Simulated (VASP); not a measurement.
# CuI (Cmcm) in VASP: a series of runs, part 2 of 2

VASP 6.6.1.

**4. Electric field gradients, PBE (volume scaled by 1.02)**

INCAR reads:

```
ALGO = Normal
EDIFF = 1E-8
ENCUT = 520
GGA = PE
ISIF = 2
ISMEAR = -1
LASPH = True
LCHARG = False
LEFG = True
LREAL = False
LWAVE = False
NBANDS = 26
NELM = 80
PREC = Accurate
SIGMA = 0.02
```

KPOINTS reads:

```
k-points
0
Gamma
  5 5 6
```

POSCAR reads:

```
CuI
1.0
    3.7578912747     -3.7356638172      0.0000000000
    3.7578912747      3.7356638172      0.0000000000
    0.0000000000      0.0000000000      4.3355216646
Cu I
2 2
Direct
    0.4204388300      0.5795611700      0.7500000000
    0.5795611700      0.4204388300      0.2500000000
    0.7700426800      0.2299573200      0.7500000000
    0.2299573200      0.7700426800      0.2500000000
```

Potentials or basis: VASP PAW PBE potentials, release 64 (Cu, I).

Run with:

```bash
$ cat potpaw_PBE.64/Cu/POTCAR potpaw_PBE.64/I/POTCAR > POTCAR
$ mpirun -np 1 vasp_std > vasp.out
```

OUTCAR:

```text
EDIFF = 1E-8
   ENCUT = 520
   GGA = PE
   ISIF = 2
   ISMEAR = -1
   LASPH = True
   LREAL = False
   NELM = 80
   PREC = Accurate

 ion  position               nearest neighbor table
   1  0.420  0.580  0.750-   2 2.47   2 2.47   4 2.59   4 2.59   3 2.61
   2  0.580  0.420  0.250-   1 2.47   1 2.47   3 2.59   3 2.59   4 2.61
   3  0.770  0.230  0.750-   2 2.59   2 2.59   1 2.61
   4  0.230  0.770  0.250-   1 2.59   1 2.59   2 2.61

  LATTYP: Found a base centered orthorhombic cell.
 ALAT       =     7.4713276344
 B/A-ratio  =     1.0059500690
 C/A-ratio  =     0.5802879859

  Lattice vectors:
[... 925 lines left out ...]
 ion       V_xx      V_yy      V_zz      V_xy      V_xz      V_yz
---------------------------------------------------------------------
   1      50.896   -13.324   -37.572     0.000     0.000     0.000
   2      50.896   -13.324   -37.572    -0.000    -0.000     0.000
   3    -410.511   303.904   106.607    -0.000    -0.000    -0.000
   4    -410.511   303.904   106.607     0.000    -0.000    -0.000
---------------------------------------------------------------------

 Electric field gradients after diagonalization (V/A^2)
 (convention: |V_zz| > |V_xx| > |V_yy|)
----------------------------------------------------------------------
 ion       V_xx      V_yy      V_zz     asymmetry (V_yy - V_xx)/ V_zz
----------------------------------------------------------------------
   1     -37.572   -13.324    50.896       0.476
   2     -37.572   -13.324    50.896       0.476
   3     303.904   106.607  -410.511       0.481
   4     303.904   106.607  -410.511       0.481
----------------------------------------------------------------------

           NMR quadrupolar parameters

 Cq : quadrupolar parameter    Cq=e*Q*V_zz/h
 eta: asymmetry parameters     (V_yy - V_xx)/ V_zz
 Q  : nuclear electric quadrupole moment in mb (millibarn)
----------------------------------------------------------------------
 ion       Cq(MHz)       eta       Q (mb)
----------------------------------------------------------------------
   1       0.123       0.476       1.000
   2       0.123       0.476       1.000
   3      -0.993       0.481       1.000
   4      -0.993       0.481       1.000
----------------------------------------------------------------------
```

Wall time 2.8 min (1 thread of Oxide Virtual Turin-like, shared host); peak memory 0.24 GiB.

Results:

```yaml
Free_energy: -10.9395 eV
Pressure: 0.6 GPa
Largest_force: 0.080 eV/Å
Band_gap_on_the_k_mesh: 1.02 eV, direct
```

Forces on the atoms (eV/Å):
```
Cu   0.000  0.080  0.000
Cu   0.000 -0.080  0.000
I    0.000  0.015  0.000
I    0.000 -0.015  0.000
```

Levels at points of the mesh, in eV from the valence-band top:
| k point | band 15 | band 16 | band 17 | band 18 | band 19 | band 20 | band 21 | band 22 |
| --- | --- | --- | --- | --- | --- | --- | --- | --- |
| (0.00, 0.00, 0.00) | -1.73 | -1.43 | -0.89 | 0.00 | 1.02 | 1.84 | 2.45 | 4.65 |
| (0.00, 0.00, 0.50) | -1.74 | -1.74 | -1.55 | -1.55 | 3.61 | 3.61 | 3.86 | 3.86 |

Electric field gradients, principal values (V/Å²):
| atom | least | middle | greatest (by size) |
| --- | --- | --- | --- |
| 1 Cu | -13.324 | -37.572 | 50.896 |
| 2 Cu | -13.324 | -37.572 | 50.896 |
| 3 I | 106.607 | 303.904 | -410.511 |
| 4 I | 106.607 | 303.904 | -410.511 |

Caveat: without QUAD_EFG the Cq values of the log hold for a quadrupole moment of 1 mb, not for the nuclei; spin-orbit coupling is left out, which moves the levels of the heavy elements.

**5. Electric field gradients, PBE (volume scaled by 1.02)**

INCAR reads:

```
SYSTEM = CuI
PREC = Accurate ; ENCUT = 520
EDIFF = 1E-8 ; ISMEAR = -1
SIGMA = 0.02 ; LREAL = .FALSE.
LASPH = .TRUE. ; NELM = 80
ALGO = Normal ; ISIF = 2
LWAVE = .FALSE. ; LCHARG = .FALSE.
GGA = PE ; LEFG = .TRUE.
NBANDS = 26
```

KPOINTS reads:

```
regular mesh
0
G
  5 5 6
  0 0 0
```

POSCAR is that of step 4.

Potentials or basis: VASP PAW PBE potentials, release 64 (Cu, I).

Run with:

```bash
$ cat potpaw_PBE.64/Cu/POTCAR potpaw_PBE.64/I/POTCAR > POTCAR
$ mpirun -np 1 vasp_std > vasp.out
```

OUTCAR:

```text
SYSTEM = CuI
   PREC = Accurate
   ENCUT = 520
   EDIFF = 1E-8
   ISMEAR = -1
   LREAL = .FALSE.
   LASPH = .TRUE.
   NELM = 80
   ISIF = 2
   GGA = PE

 ion  position               nearest neighbor table
   1  0.420  0.580  0.750-   2 2.47   2 2.47   4 2.59   4 2.59   3 2.61
   2  0.580  0.420  0.250-   1 2.47   1 2.47   3 2.59   3 2.59   4 2.61
   3  0.770  0.230  0.750-   2 2.59   2 2.59   1 2.61
   4  0.230  0.770  0.250-   1 2.59   1 2.59   2 2.61

  LATTYP: Found a base centered orthorhombic cell.
 ALAT       =     7.4713276344
 B/A-ratio  =     1.0059500690
 C/A-ratio  =     0.5802879859

  Lattice vectors:

 A1 = (  -3.7578912747,  -3.7356638172,   0.0000000000)
 A2 = (   3.7578912747,  -3.7356638172,   0.0000000000)
 A3 = (   0.0000000000,   0.0000000000,   4.3355216646)

Analysis of symmetry for initial positions (statically):
=====================================================================
 Subroutine PRICEL returns:
 Original cell was already a primitive cell.

 Routine SETGRP: Setting up the symmetry group for a
 base centered orthorhombic supercell.

 Subroutine GETGRP returns: Found  8 space group operations
 (whereof  4 operations were pure point group operations)
 out of a pool of  8 trial point group operations.

The static configuration has the point symmetry C_2h.
 The point group associated with its full space group is D_2h.

Analysis of symmetry for dynamics (positions and initial velocities):
=====================================================================
[... 866 lines left out ...]

------------------------ aborting loop because EDIFF is reached ----------------------------------------

  FORCE on cell =-STRESS in cart. coord.  units (eV):
  Direction    XX          YY          ZZ          XY          YZ          ZX
  --------------------------------------------------------------------------------------
  -------------------------------------------------------------------------------------
  Total        0.5638713      0.4409003      0.3700481      0.0000000      0.0000000      0.0000000
  in kB        7.4217652      5.8032017      4.8706325      0.0000000      0.0000000      0.0000000
  external PRESSURE =       6.0318665 kB  Pullay stress =       0.0000000 kB

 VOLUME and BASIS-vectors are now :
 -----------------------------------------------------------------------------
  energy-cutoff  :      520.00
  volume of cell :      121.73
      direct lattice vectors                 reciprocal lattice vectors
     3.757891275 -3.735663817  0.000000000     0.133053344 -0.133845020  0.000000000
     3.757891275  3.735663817  0.000000000     0.133053344  0.133845020  0.000000000
     0.000000000  0.000000000  4.335521665     0.000000000  0.000000000  0.230652751

 POSITION                                       TOTAL-FORCE (eV/Angst)
 -----------------------------------------------------------------------------------
      3.75789      0.59443      3.25164         0.000000      0.079902      0.000000
      3.75789     -0.59443      1.08388         0.000000     -0.079902     -0.000000
      3.75789     -2.01758      3.25164         0.000000      0.015182     -0.000000
      3.75789      2.01758      1.08388         0.000000     -0.015182     -0.000000
 -----------------------------------------------------------------------------------
    total drift:                                0.000000     -0.000000      0.000000

  FREE ENERGIE OF THE ION-ELECTRON SYSTEM (eV)
  ---------------------------------------------------
  free  energy   TOTEN  =       -10.9395047177 eV

  energy  without entropy=      -10.9395047177  energy(sigma->0) =      -10.93950472

 Electric field gradients (V/A^2)
---------------------------------------------------------------------
 ion       V_xx      V_yy      V_zz      V_xy      V_xz      V_yz
---------------------------------------------------------------------
   1      50.896   -13.324   -37.572     0.000     0.000     0.000
   2      50.896   -13.324   -37.572    -0.000    -0.000     0.000
   3    -410.511   303.904   106.607    -0.000    -0.000    -0.000
   4    -410.511   303.904   106.607     0.000    -0.000    -0.000
---------------------------------------------------------------------

 Electric field gradients after diagonalization (V/A^2)
 (convention: |V_zz| > |V_xx| > |V_yy|)
----------------------------------------------------------------------
 ion       V_xx      V_yy      V_zz     asymmetry (V_yy - V_xx)/ V_zz
----------------------------------------------------------------------
   1     -37.572   -13.324    50.896       0.476
   2     -37.572   -13.324    50.896       0.476
   3     303.904   106.607  -410.511       0.481
   4     303.904   106.607  -410.511       0.481
----------------------------------------------------------------------

           NMR quadrupolar parameters

 Cq : quadrupolar parameter    Cq=e*Q*V_zz/h
 eta: asymmetry parameters     (V_yy - V_xx)/ V_zz
 Q  : nuclear electric quadrupole moment in mb (millibarn)
----------------------------------------------------------------------
 ion       Cq(MHz)       eta       Q (mb)
----------------------------------------------------------------------
   1       0.123       0.476       1.000
   2       0.123       0.476       1.000
   3      -0.993       0.481       1.000
   4      -0.993       0.481       1.000
----------------------------------------------------------------------
```

OSZICAR:

```text
N       E                     dE             d eps       ncg     rms          rms(c)
DAV:   1     0.272751308099E+03    0.27275E+03   -0.14801E+04  1872   0.144E+03
DAV:   2     0.154654159578E+02   -0.25729E+03   -0.24373E+03  1890   0.306E+02
DAV:   3    -0.102192157745E+02   -0.25685E+02   -0.25111E+02  2494   0.118E+02
DAV:   4    -0.115679509530E+02   -0.13487E+01   -0.13445E+01  2536   0.248E+01
[... 11 lines left out ...]
DAV:  16    -0.109395047594E+02    0.21777E-07   -0.57705E-07  2744   0.133E-02    0.195E-03
DAV:  17    -0.109395047161E+02    0.43358E-07   -0.12540E-07  3018   0.510E-03    0.159E-03
DAV:  18    -0.109395046979E+02    0.18193E-07   -0.46823E-08  2212   0.655E-03    0.486E-04
DAV:  19    -0.109395047136E+02   -0.15679E-07   -0.28346E-08  1462   0.973E-04    0.507E-04
DAV:  20    -0.109395047177E+02   -0.41382E-08   -0.15269E-09  1054   0.583E-04
   1 F= -.10939505E+02 E0= -.10939505E+02  d E =-.278174E-11
```

Wall time 2.5 min (1 thread of Oxide Virtual Turin-like, shared host); peak memory 0.24 GiB.

What came out:

- Free energy: -10.9395 eV
- Pressure: 0.6 GPa
- Largest force: 0.080 eV/Å
- Band gap on the k mesh: 1.02 eV, direct

Forces on the atoms (eV/Å):
```
Cu   0.000  0.080  0.000
Cu   0.000 -0.080  0.000
I    0.000  0.015  0.000
I    0.000 -0.015  0.000
```

Stress tensor (GPa, compression positive):
```
0.74 0.00 0.00
0.00 0.58 0.00
0.00 0.00 0.49
```

Levels at points of the mesh, in eV from the valence-band top:
```csv
k point,band 16,band 17,band 18,band 19,band 20,band 21
"(0.00, 0.00, 0.00)",-1.43,-0.89,0.00,1.02,1.84,2.45
"(0.00, 0.00, 0.50)",-1.74,-1.55,-1.55,3.61,3.61,3.86
```

Electric field gradients, principal values (V/Å²):
```tsv
atom	least	middle	greatest (by size)
1 Cu	-13.324	-37.572	50.896
2 Cu	-13.324	-37.572	50.896
3 I	106.607	303.904	-410.511
4 I	106.607	303.904	-410.511
```

Caveat: without QUAD_EFG the Cq values of the log hold for a quadrupole moment of 1 mb, not for the nuclei; spin-orbit coupling is left out, which moves the levels of the heavy elements.

**6. Summary**

| cell | gap on the mesh (eV) | pressure (GPa) | largest force (eV/Å) |
| --- | --- | --- | --- |
| a = 5.193, b = 5.193, c = 4.249 Å, angles 90.0, 90.0, 89.7°, 4 atoms | 1.08 | 3.3 | 0.51 |
| a = 5.246, b = 5.246, c = 4.293 Å, angles 90.0, 90.0, 89.7°, 4 atoms | 1.05 | 1.8 | 0.23 |
| a = 5.299, b = 5.299, c = 4.336 Å, angles 90.0, 90.0, 89.7°, 4 atoms | 1.02 | 0.6 | 0.08 |

Alike in all rows: task electric field gradients; level PBE; potentials or basis VASP PAW PBE potentials, release 64 (Cu, I); no spin polarisation; k mesh 5 × 5 × 6; cutoff (eV) 520; smearing fermi-dirac 0.02 eV.

Caveats: spin-orbit coupling is left out, which moves the levels of the heavy elements.

Absolute energies hang on the potentials; compare differences alone.
